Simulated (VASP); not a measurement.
# MgO (P6_3mc) in VASP: notebook, part 2 of 2

VASP 6.6.1.

## Step 3: Single point, PBEsol

This run uses another cell than the first one, of 9.44 Å³/atom, 0.739 times its volume.

INCAR reads:

```
SYSTEM = MgO
ALGO     = Normal         ! electronic algorithm
EDIFF    = 1E-6           ! SCF threshold, eV
ENCUT    = 520            ! plane-wave cutoff, eV
GGA      = PS             ! functional
ISIF     = 2              ! what is computed and relaxed
ISMEAR   = 0              ! smearing method
LASPH    = .True.         ! aspherical terms in the spheres
LCHARG   = .False.        ! write CHGCAR
LREAL    = .False.        ! projectors in reciprocal space
LWAVE    = .False.        ! write WAVECAR
NBANDS   = 16             ! bands
NELM     = 60             ! most SCF steps
PREC     = Accurate       ! precision mode
SIGMA    = 0.05           ! smearing width, eV
```

KPOINTS reads:

```
k-points
0
Gamma
  9 9 6
  0 0 0
```

POSCAR reads:

```
MgO
1.0
    3.0722000000      0.0000000000      0.0000000000
   -1.5361000000      2.6606032455      0.0000000000
    0.0000000000      0.0000000000      4.6178000000
Mg O
2 2
Direct
    0.3333333333      0.6666666667      0.0036583380
    0.6666666667      0.3333333333      0.5036583380
    0.3333333333      0.6666666667      0.4009416620
    0.6666666667      0.3333333333      0.9009416620
```

Potentials or basis: VASP PAW PBE potentials, release 64 (Mg, O).

Launch:

```console
$ cat potpaw_PBE.64/Mg/POTCAR potpaw_PBE.64/O/POTCAR > POTCAR
$ mpirun -np 1 vasp_std > vasp.out
```

Run time: 16 s. Hardware: 1 thread of AMD EPYC 9R45 (Zen 5), shared host; peak memory 0.14 GiB.

The run converged. Its results:

```
Free energy            : -23.4524 eV
Pressure               : 44.2 GPa
Largest force          : 0.532 eV/Å
Band gap on the k mesh : 4.70 eV, direct
```

Forces in eV/Å, atoms in the order of the input:
```
Mg   0.000  0.000 -0.532
Mg   0.000  0.000 -0.532
O    0.000  0.000  0.532
O    0.000  0.000  0.532
```

Stress tensor (GPa, compression positive):
```
44.80  0.00  0.00
 0.00 44.80  0.00
 0.00  0.00 43.01
```

Levels at points of the mesh, in eV from the valence-band top:
```csv
k point,band 5,band 6,band 7,band 8,band 9,band 10,band 11,band 12
"(0.00, 0.00, 0.00)",-0.92,-0.55,-0.55,0.00,4.70,10.10,12.12,15.57
"(0.00, 0.00, 0.50)",-0.74,-0.74,-0.74,-0.74,7.37,7.37,15.14,15.14
```

Caveat: the PAW data sets were made with another functional, which shifts forces and pressure a little.

## Step 4: Single point, PBEsol

This run uses another cell than the first one, of 9.64 Å³/atom, 0.755 times its volume.

INCAR reads:

```
SYSTEM = MgO
  ALGO = Normal
  EDIFF = 1E-7
  ENCUT = 520
  GGA = PS
  ISIF = 2
  ISMEAR = 0
  LASPH = .TRUE.
  LCHARG = .TRUE.
  LELF = .TRUE.
  LREAL = .FALSE.
  LVHAR = .TRUE.
  LWAVE = .FALSE.
  NBANDS = 16
  NELM = 80
  PREC = Accurate
  SIGMA = 0.05
```

KPOINTS reads:

```
k-points
0
G
  9 9 6
  0 0 0
```

Changes to POSCAR since step 3:

```diff
@@ -4,3 +4,3 @@
    -1.5361000000      2.6606032455      0.0000000000
-    0.0000000000      0.0000000000      4.6178000000
+    0.0000000000      0.0000000000      4.7182000000
 Mg O
```

Launch:

```console
$ cat potpaw_PBE.64/Mg/POTCAR potpaw_PBE.64/O/POTCAR > POTCAR
$ mpirun -np 1 vasp_std > vasp.out
```

Run time: 18 s. Hardware: 1 thread of AMD EPYC 9R45 (Zen 5), shared host; peak memory 0.13 GiB.

Results (log left out):

```yaml
Free_energy: -23.6452 eV
Pressure: 38.7 GPa
Band_gap_on_the_k_mesh: 4.61 eV, direct
```

Stress tensor (GPa, compression positive):
```
42.03  0.00  0.00
 0.00 42.03  0.00
 0.00  0.00 32.18
```

Levels at points of the mesh, in eV from the valence-band top:
```tsv
k point	band 4	band 5	band 6	band 7	band 8	band 9	band 10	band 11	band 12	band 13
(0.00, 0.00, 0.00)	-0.80	-0.80	-0.47	-0.47	0.00	4.61	10.02	11.86	15.68	15.68
(0.00, 0.00, 0.50)	-2.38	-0.64	-0.64	-0.64	-0.64	7.27	7.27	14.84	14.84	16.36
```

Caveat: the PAW data sets were made with another functional, which shifts forces and pressure a little.

## Step 5: Single point, PBEsol

This run uses another cell than the first one, of 9.79 Å³/atom, 0.767 times its volume.

INCAR reads:

```
PREC     = Accurate       # precision mode
ENCUT    = 520            # plane-wave cutoff, eV
EDIFF    = 1E-6           # SCF threshold, eV
ISMEAR   = 0              # smearing method
SIGMA    = 0.05           # smearing width, eV
LREAL    = False          # projectors in reciprocal space
LASPH    = True           # aspherical terms in the spheres
NELM     = 80             # most SCF steps
ALGO     = Normal         # electronic algorithm
ISIF     = 2              # what is computed and relaxed
LWAVE    = False          # write WAVECAR
LCHARG   = False          # write CHGCAR
GGA      = PS             # functional
NBANDS   = 16             # bands
```

KPOINTS reads:

```
Automatic mesh
0
Gamma
  9 9 6
```

POSCAR reads:

```
MgO
1.0
    3.1300000000      0.0000000000      0.0000000000
   -1.5650000000      2.7106595138      0.0000000000
    0.0000000000      0.0000000000      4.6178000000
Mg O
2 2
Direct
    0.3333333333      0.6666666667      0.0036583380
    0.6666666667      0.3333333333      0.5036583380
    0.3333333333      0.6666666667      0.4009416620
    0.6666666667      0.3333333333      0.9009416620
```

Potentials or basis: VASP PAW PBE potentials, release 64 (Mg, O).

Launch:

```console
$ cat potpaw_PBE.64/Mg/POTCAR potpaw_PBE.64/O/POTCAR > POTCAR
$ mpirun -np 1 vasp_std > vasp.out
```

OUTCAR:

```text
PREC = Accurate
   ENCUT = 520
   EDIFF = 1E-6
   ISMEAR = 0
   LREAL = False
   LASPH = True
   NELM = 80
   ISIF = 2
   GGA = PS

 ion  position               nearest neighbor table
   1  0.333  0.667  0.004-   3 1.83   4 1.87   4 1.87   4 1.87   3 2.78   2 2.93   2 2.93   2 2.93
                             2 2.93   2 2.93   2 2.93
   2  0.667  0.333  0.504-   4 1.83   3 1.87   3 1.87   3 1.87   4 2.78   1 2.93   1 2.93   1 2.93
                             1 2.93   1 2.93   1 2.93
   3  0.333  0.667  0.401-   1 1.83   2 1.87   2 1.87   2 1.87   1 2.78
[... 663 lines left out ...]
  -------------------------------------------------------------------------------------
  Total        7.7786304      7.7786304      9.3667284      0.0000000      0.0000000     -0.0000000
  in kB      318.0967962    318.0967962    383.0399600      0.0000000      0.0000000     -0.0000000
  external PRESSURE =     339.7445174 kB  Pullay stress =       0.0000000 kB

 VOLUME and BASIS-vectors are now :
 -----------------------------------------------------------------------------
  energy-cutoff  :      520.00
  volume of cell :       39.18
      direct lattice vectors                 reciprocal lattice vectors
     3.130000000  0.000000000  0.000000000     0.319488818  0.184456955  0.000000000
    -1.565000000  2.710659514  0.000000000     0.000000000  0.368913910  0.000000000
     0.000000000  0.000000000  4.617800000     0.000000000  0.000000000  0.216553337

 POSITION                                       TOTAL-FORCE (eV/Angst)
 -----------------------------------------------------------------------------------
     -0.00000      1.80711      0.01689         0.000000      0.000000     -0.877054
      1.56500      0.90355      2.32579         0.000000     -0.000000     -0.877054
     -0.00000      1.80711      1.85147        -0.000000      0.000000      0.877054
      1.56500      0.90355      4.16037         0.000000     -0.000000      0.877054
 -----------------------------------------------------------------------------------
    total drift:                               -0.000000      0.000000     -0.001534

  FREE ENERGIE OF THE ION-ELECTRON SYSTEM (eV)
  ---------------------------------------------------
  free  energy   TOTEN  =       -23.7952565230 eV

  energy  without entropy=      -23.7952565230  energy(sigma->0) =      -23.79525652
```

stdout:

```text
POSCAR found type information on POSCAR MgO
 POSCAR found :  2 types and       4 ions
 scaLAPACK will be used
 -----------------------------------------------------------------------------
|                                                                             |
|                                                                             |
|     You enforced a specific xc type in the INCAR file but a different       |
|     I HOPE YOU KNOW WHAT YOU ARE DOING!                                     |
|                                                                             |
 -----------------------------------------------------------------------------

 LDA part: xc-table for (Slater+PW92), standard interpolation
 POSCAR, INCAR and KPOINTS ok, starting setup
 FFT: planning ... GRIDC
 FFT: planning ... GRID_SOFT
 FFT: planning ... GRID
 WAVECAR not read
 entering main loop
```

It took 15 s on 1 thread of AMD EPYC 9R45 (Zen 5), shared host; peak memory 0.13 GiB.

Results:

* Free energy: -23.7953 eV
* Pressure: 34.0 GPa
* Largest force: 0.877 eV/Å
* Band gap on the k mesh: 4.41 eV, direct

Forces in eV/Å, atoms in the order of the input:
```
Mg   0.000  0.000 -0.877
Mg   0.000  0.000 -0.877
O    0.000  0.000  0.877
O    0.000  0.000  0.877
```

Levels at points of the mesh, in eV from the valence-band top:
| k point | band 6 | band 7 | band 8 | band 9 | band 10 | band 11 |
| --- | --- | --- | --- | --- | --- | --- |
| (0.00, 0.00, 0.00) | -0.58 | -0.58 | 0.00 | 4.41 | 9.74 | 11.86 |
| (0.00, 0.00, 0.50) | -0.78 | -0.78 | -0.78 | 7.07 | 7.07 | 14.89 |

Caveat: the PAW data sets were made with another functional, which shifts forces and pressure a little. A k mesh can miss the band edges.

## Step 6: The runs side by side

| cell | gap on the mesh (eV) | pressure (GPa) | largest force (eV/Å) |
| --- | --- | --- | --- |
| a = 3.535, b = 3.535, c = 4.718 Å, angles 90.0, 90.0, 120.0°, 4 atoms | 2.84 | -6.5 | 1.43 |
| a = 3.072, b = 3.072, c = 4.618 Å, angles 90.0, 90.0, 120.0°, 4 atoms | 4.70 | 44.2 | 0.53 |
| a = 3.072, b = 3.072, c = 4.718 Å, angles 90.0, 90.0, 120.0°, 4 atoms | 4.61 | 38.7 | - |
| a = 3.130, b = 3.130, c = 4.618 Å, angles 90.0, 90.0, 120.0°, 4 atoms | 4.41 | 34.0 | 0.88 |

Alike in all rows: task single point; level PBEsol; potentials or basis VASP PAW PBE potentials, release 64 (Mg, O); no spin polarisation; k mesh 9 × 9 × 6; cutoff (eV) 520; smearing gaussian 0.05 eV.

Caveats: the PAW data sets were made with another functional, which shifts forces and pressure a little.

Total energies depend on the potentials used, so only differences within one code and one set of settings carry meaning.
